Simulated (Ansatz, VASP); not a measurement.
**One calculation of Cd7S9, two programs**

```
CELL_PARAMETERS angstrom
0.00000 5.83300 5.83300
5.83300 0.00000 5.83300
5.83300 5.83300 0.00000
ATOMIC_POSITIONS crystal
S 0.00000 0.00000 0.00000
S 0.12500 0.12500 0.12500
S 0.12500 0.12500 0.62500
S 0.12500 0.62500 0.12500
S 0.12500 0.62500 0.62500
S 0.62500 0.12500 0.12500
S 0.62500 0.12500 0.62500
S 0.62500 0.62500 0.12500
S 0.62500 0.62500 0.62500
Cd 0.00000 0.00000 0.50000
Cd 0.00000 0.50000 0.00000
Cd 0.00000 0.50000 0.50000
Cd 0.50000 0.00000 0.00000
Cd 0.50000 0.00000 0.50000
Cd 0.50000 0.50000 0.00000
Cd 0.50000 0.50000 0.50000
```

Alike in both runs: task single point; functional r2SCAN; k mesh 2 × 2 × 2; occupations fermi-dirac, width 0.05 eV; no spin polarisation.

|  | VASP | Ansatz |
| --- | --- | --- |
| version | VASP 6.6.1 | Ansatz 0.2.0 |
| potentials or method | VASP PAW PBE potentials, release 64 (S, Cd), cutoff 440 eV | plane waves, PAW |
| valence electrons in the cell | 138 | 194 |

|  | VASP | Ansatz | Ansatz less VASP |
| --- | --- | --- | --- |
| gap on the k mesh at the Fermi level (eV) | none | none | - |
| rms of the force components (eV/Å) | 0.011 | 0.022 | +0.0107 |

VASP's potentials were made for PBE, not for r2SCAN. A gap of «none» marks a metal or a gap that the smearing closes. VASP's potentials hold 138 valence electrons a cell and Ansatz's 194, so a difference there can come from the potentials and not from the codes.

The k mesh is coarse, so the values compare programs but aren't converged.
